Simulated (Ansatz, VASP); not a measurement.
## Ta4C3: VASP beside Ansatz

```xyz
7
Lattice="4.4248 0.0000 0.0000 0.0000 4.4248 0.0000 0.0000 0.0000 4.4248" Properties=species:S:1:pos:R:3 pbc="T T T"
Ta    0.0000    2.2124    2.2124
Ta    2.2124    0.0000    2.2124
Ta    2.2124    2.2124    0.0000
Ta    0.0000    0.0000    0.0000
C     2.2124    0.0000    0.0000
C     0.0000    2.2124    0.0000
C     0.0000    0.0000    2.2124
```

Alike in both runs: task single point; functional r2SCAN; k mesh 10 × 10 × 10; occupations gaussian, width 0.15 eV; no spin polarisation.

|  | VASP | Ansatz |
| --- | --- | --- |
| version | VASP 6.6.1 | Ansatz 0.2.0 |
| potentials or method | VASP PAW PBE potentials, release 64 (Ta_pv, C), cutoff 520 eV | scalar-relativistic, plane waves, PAW |
| valence electrons in the cell | 56 | 64 |

|  | VASP | Ansatz | Ansatz less VASP |
| --- | --- | --- | --- |
| gap on the k mesh at the Fermi level (eV) | none | none | - |
| pressure (GPa) | 1.1 | 0.0 | -1.07 |

VASP's potentials were made for PBE, not for r2SCAN. A gap of «none» marks a metal or a gap that the smearing closes. VASP's potentials hold 56 valence electrons a cell and Ansatz's 64, so a difference there can come from the potentials and not from the codes.

Spin-orbit coupling is off throughout.
